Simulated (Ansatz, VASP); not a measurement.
**GdH3O3 in VASP and in Ansatz**

```
Gd O H
1.0
    13.54000    0.00000    0.00000
     0.00000   14.24000    0.00000
     0.00000    0.00000    9.14000
Gd O H
1 3 3
Direct
  0.44400 0.49989 0.49234
  0.59687 0.49989 0.50075
  0.36757 0.62577 0.50075
  0.36757 0.37401 0.50075
  0.66730 0.49989 0.50765
  0.33235 0.68377 0.50765
  0.33235 0.31601 0.50765
```

Alike in both runs: task single point; functional PBE; k mesh 1 × 1 × 1; occupations gaussian, width 0.01 eV; collinear spin; Hubbard terms Gd f U = 5.0 eV.

```csv
,VASP,Ansatz
version,VASP 6.6.1,Ansatz 0.2.0
potentials or method,"VASP PAW PBE potentials, release 64 (Gd, O, H), cutoff 520 eV","scalar-relativistic, plane waves, PAW"
valence electrons in the cell,39,39
```

Ansatz gave:

```
gap on the k mesh at the Fermi level (eV)                     : 3.76
rms of the force components (eV/Å)                            : 0.168
net moment per atom (μB)                                      : 1.00
size of the moment on the site where the two differ most (μB) : 6.73
```

Task: What did VASP give for the same quantities?

Result: gap on the k mesh at the Fermi level (eV): 3.79; rms of the force components (eV/Å): 0.216; net moment per atom (μB): 1.00; size of the moment on the site where the two differ most (μB): 6.83.

Site moments also hang on the region over which each program counts them. The programs project onto different local orbitals, so the same U acts differently, and such runs can settle in different states. Ansatz's warnings: structure snapped to symmetry.

Neither program's run includes spin-orbit coupling.
